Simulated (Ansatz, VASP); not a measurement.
**SrCr: VASP beside Ansatz**

File INCAR:

```
ALGO     = Normal         # electronic algorithm
EDIFF    = 1E-6           # SCF threshold, eV
EDIFFG   = -0.04          # ionic threshold
ENCUT    = 600            # plane-wave cutoff, eV
GGA      = PE             # functional
IBRION   = 2              # ionic algorithm
ISIF     = 3              # what is computed and relaxed
ISMEAR   = 0              # smearing method
ISPIN    = 2              # spin polarisation
LASPH    = T              # aspherical terms in the spheres
LCHARG   = F              # write CHGCAR
LMAXMIX  = 4              # l up to which the mixer works
LORBIT   = 11             # projections on sites
LREAL    = F              # projectors in reciprocal space
LWAVE    = F              # write WAVECAR
MAGMOM   = 0 4.1          # initial moments
NELM     = 150            # most SCF steps
NSW      = 90             # ionic steps
PREC     = Accurate       # precision mode
SIGMA    = 0.1            # smearing width, eV
```

Contents of KPOINTS:

```
k-points
0
Gamma
  6 6 4
```

POSCAR

```
SrCr
1.0
    3.2829202153      0.0000000000      0.0000000000
    0.0000000000      3.2829202153      0.0000000000
    0.0000000000      0.0000000000      4.3029704251
Sr Cr
1 1
Direct
    0.5000000000      0.5000000000      0.5000000000
    0.0000000000      0.0000000000      0.0000000000
```

Input for Ansatz:

```yaml
crystal:
  lattice:
    - [3.2829202153, 0.0, 0.0]
    - [0.0, 3.2829202153, 0.0]
    - [0.0, 0.0, 4.3029704251]
  atoms:
    - { symbol: Sr, position: [0.5, 0.5, 0.5] }
    - { symbol: Cr, position: [0.0, 0.0, 0.0], spin: 4.1 }
basis:
  ecutwfc: 420
kpoints:
  mp_grid: { grid: [6, 6, 4] }
hamiltonian:
  xc: pbe
scf:
  occupations: { method: gaussian, width: 0.1 }
  lower_state_search: "off"
output:
  forces: true
  stress: true
  eigenvalues: true
  populations: true
magnetization:
  spin_polarized: true
relax:
  adjacent_minimum: "off"
  f_tol: 0.04
  max_steps: 70
  cell: { stress_tol: 0.4 }
```

Alike in both runs: task relaxation of cell and atoms; functional PBE; k mesh 6 × 6 × 4; occupations gaussian, width 0.1 eV; collinear spin.

|  | VASP | Ansatz |
| --- | --- | --- |
| version | VASP 6.6.1 | Ansatz 0.2.0 |
| potentials or method | VASP PAW PBE potentials, release 64 (Sr_sv, Cr_pv), cutoff 600 eV | scalar-relativistic, plane waves, PAW |
| valence electrons in the cell | 22 | 24 |

VASP gave:

| Property | Result |
| --- | --- |
| gap on the k mesh at the Fermi level, each at its own relaxed structure (eV) | none |
| net moment per atom (μB) | 2.49 |
| size of the moment on the site where the two differ most (μB) | 4.04 |
| relaxed volume (Å³/atom) | 32.53 |
| relaxed length of the cell vector where the two differ most in proportion (Å) | 4.061 |

**Question.** Which values does Ansatz return?

**Answer.** gap on the k mesh at the Fermi level, each at its own relaxed structure (eV): none; net moment per atom (μB): 2.48; size of the moment on the site where the two differ most (μB): 4.41; relaxed volume (Å³/atom): 32.68; relaxed length of the cell vector where the two differ most in proportion (Å): 4.022.

Site moments also hang on the region over which each program counts them. A gap of «none» marks a metal or a gap that the smearing closes. VASP's potentials hold 22 valence electrons a cell and Ansatz's 24, so a difference there can come from the potentials and not from the codes.

The k mesh is coarse, so the values compare programs but aren't converged. Noted on VASP's run: the volume moved by over 15 % at a fixed basis, so the end points are rough.
